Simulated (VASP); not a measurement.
# Ti (P6_3/mmc) in VASP: a series of runs, part 2 of 2

VASP 6.6.1. The steps go on from the part before.

## Step 4: Single point, r2SCAN

This run uses another cell than the first one, of 17.30 Å³/atom.

POSCAR reads:

```
Ti
1.0
    2.9351862674      0.0000000000      0.0000000000
   -1.4675931337      2.5419458724      0.0000000000
    0.0000000000      0.0000000000      4.6380487269
Ti
2
Direct
    0.3333333333      0.6666666667      0.2500000000
    0.6666666667      0.3333333333      0.7500000000
```

INCAR.step1 reads:

```
PREC     = Accurate       # precision mode
ENCUT    = 520            # plane-wave cutoff, eV
ISMEAR   = 0              # smearing method
SIGMA    = 0.1            # smearing width, eV
LREAL    = F              # projectors in reciprocal space
LASPH    = T              # aspherical terms in the spheres
NELM     = 80             # most SCF steps
NBANDS   = 19             # bands
GGA      = PE             # functional
ALGO     = Normal         # electronic algorithm
EDIFF    = 1E-4           # SCF threshold, eV
LWAVE    = T              # write WAVECAR
LCHARG   = F              # write CHGCAR
```

INCAR.step2 reads:

```
PREC     = Accurate       # precision mode
ENCUT    = 520            # plane-wave cutoff, eV
EDIFF    = 1E-6           # SCF threshold, eV
ISMEAR   = 0              # smearing method
SIGMA    = 0.1            # smearing width, eV
LREAL    = F              # projectors in reciprocal space
LASPH    = T              # aspherical terms in the spheres
NELM     = 80             # most SCF steps
ALGO     = Normal         # electronic algorithm
ISIF     = 2              # what is computed and relaxed
LWAVE    = F              # write WAVECAR
LCHARG   = F              # write CHGCAR
METAGGA  = R2SCAN         # meta-GGA
LMIXTAU  = T            
NBANDS   = 19             # bands
ISTART   = 1
```

KPOINTS reads:

```
regular mesh
0
Gamma
  18 18 10
```

On the command line:

```sh
$ cat potpaw_PBE.64/Ti_sv/POTCAR > POTCAR
$ cp INCAR.step1 INCAR
$ mpirun -np 1 vasp_std > vasp.out
$ cp INCAR.step2 INCAR
$ mpirun -np 1 vasp_std > vasp.out
```

Run time: 5.5 min. Hardware: 1 thread of Intel Xeon 8259CL, shared host; peak memory 0.25 GiB.

Results (log left out):

```
Free energy            : -25.9055 eV
Pressure               : 0.4 GPa
Band gap on the k mesh : zero (bands 12 and 13 overlap by 1.24 eV)
```

Levels at points of the mesh, in eV from the Fermi level:
| k point | band 9 | band 10 | band 11 | band 12 | band 13 | band 14 | band 15 | band 16 |
| --- | --- | --- | --- | --- | --- | --- | --- | --- |
| (0.00, 0.00, 0.00) | -6.64 | -2.88 | 0.58 | 0.86 | 0.86 | 0.98 | 1.39 | 1.39 |
| (0.50, 0.00, 0.00) | -2.54 | -2.30 | -1.96 | -0.86 | 0.60 | 0.70 | 1.27 | 3.54 |
| (0.00, 0.00, 0.50) | -4.69 | -4.69 | 0.06 | 0.06 | 0.77 | 0.77 | 0.77 | 0.77 |
| (0.50, 0.00, 0.50) | -2.70 | -2.70 | -0.88 | -0.88 | 1.24 | 1.24 | 1.90 | 1.90 |

Caveat: the PAW data sets were made with another functional, which shifts forces and pressure a little.

## Step 5: Single point, r2SCAN

This run uses another cell than the first one, of 17.30 Å³/atom.

POSCAR is that of step 4.

INCAR.step1 reads:

```
SYSTEM = Ti
PREC = Accurate
ENCUT = 520
ISMEAR = 0
SIGMA = 0.1
LREAL = .FALSE.
LASPH = .TRUE.
NELM = 60
NBANDS = 19
GGA = PE
ALGO = Normal
EDIFF = 1E-4
LWAVE = .TRUE.
LCHARG = .FALSE.
```

INCAR.step2 reads:

```
SYSTEM = Ti
PREC = Accurate
ENCUT = 520
EDIFF = 1E-7
ISMEAR = 0
SIGMA = 0.1
LREAL = .FALSE.
LASPH = .TRUE.
NELM = 60
ALGO = Normal
ISIF = 2
LWAVE = .FALSE.
LCHARG = .FALSE.
METAGGA = R2SCAN
LMIXTAU = .TRUE.
NBANDS = 19
ISTART = 1
```

KPOINTS reads:

```
regular mesh
0
G
  18 18 10
  0 0 0
```

On the command line:

```sh
$ cat potpaw_PBE.64/Ti_sv/POTCAR > POTCAR
$ cp INCAR.step1 INCAR
$ mpirun -np 1 vasp_std > vasp.out
$ cp INCAR.step2 INCAR
$ mpirun -np 1 vasp_std > vasp.out
```

It took 5.9 min on 1 thread of Intel Xeon 8259CL, shared host; peak memory 0.25 GiB.

Results (log left out):

- Free energy: -25.9055 eV
- Pressure: 0.4 GPa
- Band gap on the k mesh: zero (bands 12 and 13 overlap by 1.24 eV)

Levels at points of the mesh, in eV from the Fermi level:
```
           k point  band 9  band 10  band 11  band 12  band 13  band 14  band 15  band 16
(0.00, 0.00, 0.00)   -6.64    -2.88     0.58     0.86     0.86     0.98     1.39     1.39
(0.50, 0.00, 0.00)   -2.54    -2.30    -1.96    -0.86     0.60     0.70     1.27     3.54
(0.00, 0.00, 0.50)   -4.69    -4.69     0.06     0.06     0.77     0.77     0.77     0.77
(0.50, 0.00, 0.50)   -2.70    -2.70    -0.88    -0.88     1.24     1.24     1.90     1.90
```

Caveat: the PAW data sets were made with another functional, which shifts forces and pressure a little.

## Step 6: Single point, r2SCAN (17.82 Å³/atom)

This run uses another cell than the first one, of 17.82 Å³/atom.

POSCAR reads:

```
Ti
1.0
    2.9642494077      0.0000000000      0.0000000000
   -1.4821247038      2.5671152902      0.0000000000
    0.0000000000      0.0000000000      4.6839729881
Ti
2
Direct
    0.3333333333      0.6666666667      0.2500000000
    0.6666666667      0.3333333333      0.7500000000
```

INCAR.step1 is that of step 5.

INCAR.step2 reads:

```
SYSTEM = Ti
PREC = Accurate
ENCUT = 520
EDIFF = 1E-6
ISMEAR = 0
SIGMA = 0.1
LREAL = .FALSE.
LASPH = .TRUE.
NELM = 60
ALGO = Normal
ISIF = 2
LWAVE = .FALSE.
LCHARG = .TRUE.
METAGGA = R2SCAN
LMIXTAU = .TRUE.
LELF = .TRUE.
LVHAR = .TRUE.
NBANDS = 19
ISTART = 1
```

KPOINTS is that of step 5.

Potentials or basis: VASP PAW PBE potentials, release 64 (Ti_sv).

On the command line:

```sh
$ cat potpaw_PBE.64/Ti_sv/POTCAR > POTCAR
$ cp INCAR.step1 INCAR
$ mpirun -np 1 vasp_std > vasp.out
$ cp INCAR.step2 INCAR
$ mpirun -np 1 vasp_std > vasp.out
```

OUTCAR:

```text
SYSTEM = Ti
   PREC = Accurate
   ENCUT = 520
   EDIFF = 1E-6
   ISMEAR = 0
   LREAL = .FALSE.
   LASPH = .TRUE.
   NELM = 60
   ISIF = 2
   METAGGA = R2SCAN
   ISTART = 1

 ion  position               nearest neighbor table
   1  0.333  0.667  0.250-   2 2.90   2 2.90   2 2.90   2 2.90   2 2.90   2 2.90
   2  0.667  0.333  0.750-   1 2.90   1 2.90   1 2.90   1 2.90   1 2.90   1 2.90

  LATTYP: Found a hexagonal cell.
 ALAT       =     2.9642494077
 C/A-ratio  =     1.5801548196

  Lattice vectors:

 A1 = (   2.9642494077,   0.0000000000,   0.0000000000)
 A2 = (  -1.4821247038,   2.5671152902,   0.0000000000)
 A3 = (   0.0000000000,   0.0000000000,   4.6839729881)

Analysis of symmetry for initial positions (statically):
=====================================================================
 Subroutine PRICEL returns:
 Original cell was already a primitive cell.

 Routine SETGRP: Setting up the symmetry group for a
 hexagonal supercell.

 Subroutine GETGRP returns: Found 24 space group operations
 (whereof 12 operations were pure point group operations)
 out of a pool of 24 trial point group operations.

The static configuration has the point symmetry D_3d.
 The point group associated with its full space group is D_6h.

Analysis of symmetry for dynamics (positions and initial velocities):
=====================================================================
 Subroutine PRICEL returns:
 Original cell was already a primitive cell.

 Routine SETGRP: Setting up the symmetry group for a
 hexagonal supercell.

 Subroutine GETGRP returns: Found 24 space group operations
 (whereof 12 operations were pure point group operations)
 out of a pool of 24 trial point group operations.

The dynamic configuration has the point symmetry D_3d.
 The point group associated with its full space group is D_6h.

 Subroutine INISYM returns: Found 24 space group operations
 (whereof 12 operations are pure point group operations),
 and found     1 'primitive' translations
[... 105 lines left out ...]
   PSTRESS=    0.0 pullay stress
   NELECT =      24.0000    total number of electrons
   NUPDOWN=      -1.0000    fix difference up-down
   EMIN   =  10.00;   EMAX   =-10.00  energy-range for DOS
   EFERMI =   0.00;   METHOD = LEGACY
   ISMEAR =     0;   SIGMA  =   0.10  broadening in eV -4-tet -1-fermi 0-gaus
   EFERMI_NEDOS =   21; number of points for ismear=-14 and -15
   IALGO  =     38    algorithm
   IMIX   =      4    mixing-type and parameters
     AMIX     =   0.40;   BMIX     =  1.00
     AMIX_MAG =   1.60;   BMIX_MAG =  1.00
  volume/ion in A,a.u.               =      17.82       120.27
  Fermi-wavevector in a.u.,A,eV,Ry     =   1.434896  2.711560 28.013395  2.058926
  Thomas-Fermi vector in A             =   2.554254
   LORBIT       =      0    0 simple, 1 ext, 2 COOP (PROOUT), +10 PAW based schemes
   METAGGA = R2SCAN    functional components
   LHFCALC =     F    Hartree Fock is set to
   AEXX    =    0.0000 exact exchange contribution
   IVDW    =     0    specifies the selected vdW correction
   LEPSILON=     F    determine dielectric tensor
   LRPA    =     F    only Hartree local field effects (RPA)
 non-spin polarized calculation
 Gauss-broadening in eV      SIGMA  =   0.10
  energy-cutoff  :      520.00
  volume of cell :       35.64
 maximum number of plane-waves:       992
 NGX is ok and might be reduce to    24
   NGX = 11   NGY = 11   NGZ = 17

 number of electron      24.0000005 magnetization

 Free energy of the ion-electron system (eV)
  ---------------------------------------------------
  ext. energy  EPLUGINS =         0.00000000
  ---------------------------------------------------
  free energy    TOTEN  =       -25.89756316 eV

  energy without entropy =      -25.88893687  energy(sigma->0) =      -25.89325002

 E-fermi :   8.1330     XC(G=0): -12.2650

 val. band max:        8.1309330180   @ k =   0.1111   0.1111   0.3000
 cond. band min:       8.1410425566   @ k =   0.1111   0.0000   0.0000
 fundamental gap:      0.0101095387
 Fermi energy:         8.1330184089

 k-point     1 :       0.0000    0.0000    0.0000
  band No.  band energies     occupation
      1     -51.1640      2.00000
      2     -51.0337      2.00000
      3     -26.6968      2.00000
      4     -26.0785      2.00000
      5     -26.0785      2.00000
      6     -26.0160      2.00000
[... 505 lines left out ...]
      6     -26.2366      2.00000
[... 11 lines left out ...]
     18      11.7420      0.00000
     19      12.3731      0.00000

 [... further k-points ...]
[... 5 lines left out ...]
  --------------------------------------------------------------------------------------
  -------------------------------------------------------------------------------------
  Total       -0.6541774     -0.6541774     -0.6498639     -0.0000000     -0.0000000      0.0000000
  in kB      -29.4057059    -29.4057059    -29.2118105     -0.0000000     -0.0000000      0.0000000
  external PRESSURE =     -29.3410741 kB  Pullay stress =       0.0000000 kB

 VOLUME and BASIS-vectors are now :
 -----------------------------------------------------------------------------
  energy-cutoff  :      520.00
  volume of cell :       35.64
      direct lattice vectors                 reciprocal lattice vectors
     2.964249408  0.000000000  0.000000000     0.337353529  0.194771151  0.000000000
    -1.482124704  2.567115290  0.000000000     0.000000000  0.389542302  0.000000000
     0.000000000  0.000000000  4.683972988     0.000000000  0.000000000  0.213493972

 POSITION                                       TOTAL-FORCE (eV/Angst)
 -----------------------------------------------------------------------------------
     -0.00000      1.71141      1.17099         0.000000      0.000000      0.000000
      1.48212      0.85571      3.51298         0.000000      0.000000      0.000000
 -----------------------------------------------------------------------------------
    total drift:                               -0.000000      0.000000     -0.000000

  FREE ENERGIE OF THE ION-ELECTRON SYSTEM (eV)
  ---------------------------------------------------
  free  energy   TOTEN  =       -25.8975631589 eV

  energy  without entropy=      -25.8889368734  energy(sigma->0) =      -25.89325002
```

OUTCAR.step1:

```text
SYSTEM = Ti
   PREC = Accurate
   ENCUT = 520
   ISMEAR = 0
   LREAL = .FALSE.
   LASPH = .TRUE.
[... 753 lines left out ...]
     -0.00000      1.71141      1.17099         0.000000     -0.000000      0.000000
      1.48212      0.85571      3.51298        -0.000000      0.000000      0.000000
 -----------------------------------------------------------------------------------
    total drift:                               -0.000000      0.000000     -0.000000

  FREE ENERGIE OF THE ION-ELECTRON SYSTEM (eV)
  ---------------------------------------------------
  free  energy   TOTEN  =       -15.6690029384 eV

  energy  without entropy=      -15.6592464061  energy(sigma->0) =      -15.66412467
```

Wall time 4.9 min (1 thread of Intel Xeon 8259CL, shared host); peak memory 0.25 GiB.

Results:

```
Free energy            : -25.8976 eV
Pressure               : -2.9 GPa
Band gap on the k mesh : zero (bands 12 and 13 overlap by 1.21 eV)
```

Caveat: the PAW data sets were made with another functional, which shifts forces and pressure a little.

## Step 7: Summary

| cell | gap on the mesh (eV) | pressure (GPa) |
| --- | --- | --- |
| a = 2.875, b = 2.875, c = 4.543 Å, angles 90.0, 90.0, 120.0°, 2 atoms | none | 8.5 |
| a = 2.906, b = 2.906, c = 4.591 Å, angles 90.0, 90.0, 120.0°, 2 atoms | none | 4.1 |
| a = 2.935, b = 2.935, c = 4.638 Å, angles 90.0, 90.0, 120.0°, 2 atoms | none | 0.4 |
| a = 2.964, b = 2.964, c = 4.684 Å, angles 90.0, 90.0, 120.0°, 2 atoms | none | -2.9 |

Alike in all rows: task single point; level r2SCAN; potentials or basis VASP PAW PBE potentials, release 64 (Ti_sv); no spin polarisation; k mesh 18 × 18 × 10; cutoff (eV) 520; smearing gaussian 0.1 eV.

Caveats: the PAW data sets were made with another functional, which shifts forces and pressure a little; the cell stands under pressure (at least some runs).

Total energies depend on the potentials used, so only differences within one code and one set of settings carry meaning.

The gap in the log of VASP goes by the Fermi energy; the results here count the filled bands.